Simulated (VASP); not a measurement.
Runs of VASP 6.6.1 on Sc. The structure is that of space group P6/mmm (No. 191), or close to it. The cells are those of the table. 

| cell | gap on the mesh (eV) | pressure (GPa) |
| --- | --- | --- |
| a = 5.072, b = 5.072, c = 3.165 Å, angles 90.0, 90.0, 120.0°, 3 atoms | none | (b) |
| a = 5.284, b = 5.284, c = 3.297 Å, angles 90.0, 90.0, 120.0°, 3 atoms | none | -1.8 |
| a = 5.145, b = 5.145, c = 3.210 Å, angles 90.0, 90.0, 120.0°, 3 atoms | none | (a) |
| a = 4.998, b = 4.998, c = 3.118 Å, angles 90.0, 90.0, 120.0°, 3 atoms | none | 7.8 |
| a = 5.416, b = 5.416, c = 3.380 Å, angles 90.0, 90.0, 120.0°, 3 atoms | none | -4.6 |

Alike in all rows: task single point; level RPBE; potentials or basis VASP PAW PBE potentials, release 64 (Sc_sv); no spin polarisation; k mesh 8 × 8 × 11; cutoff (eV) 520; smearing fermi-dirac 0.1 eV.

Task: Fill in the values left out.

Result: (a) 2.2; (b) 4.7.

Caveats: the PAW data sets were made with another functional, which shifts forces and pressure a little.

A gap of «none» marks levels without a gap at the run's occupations.
